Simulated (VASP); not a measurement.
**Tl: electric field gradients with PBE**

Crystal: Tl.

```xyz
1
Lattice="-1.9429 1.9429 1.9429 1.9429 -1.9429 1.9429 1.9429 1.9429 -1.9429" Properties=species:S:1:pos:R:3 pbc="T T T"
Tl    0.0000    0.0000    0.0000
```

This cell differs from its parent crystal: volume scaled by 0.98.

```
Program                : VASP 6.6.1
Task                   : electric field gradients
Functional             : PBE
Potentials or basis    : VASP PAW PBE potentials, release 64 (Tl_d)
Cutoff                 : 520 eV
k mesh                 : 13 × 13 × 13
Occupations            : fermi-dirac, width 0.03 eV
Spin                   : no spin polarisation
Dipole correction      : no
Further INCAR settings : ALGO = Normal; EDIFF = 1e-08; NBANDS = 12
```

```json
{
  "Pressure": "2.1 GPa"
}
```

Levels at points of the mesh, in eV from the Fermi level:
| k point | band 4 | band 5 | band 6 | band 7 | band 8 | band 9 |
| --- | --- | --- | --- | --- | --- | --- |
| (0.00, 0.00, 0.00) | -11.21 | -11.21 | -9.84 | 10.60 | 10.60 | 10.60 |

Run time: 18 s on 1 thread of Intel(R) Xeon(R) Platinum 8488C (Sapphire Rapids), with other jobs on the host, peak memory 0.17 GiB.

Caveat: without QUAD_EFG the Cq values of the log hold for a quadrupole moment of 1 mb, not for the nuclei; spin-orbit coupling is left out, which moves the levels of the heavy elements.
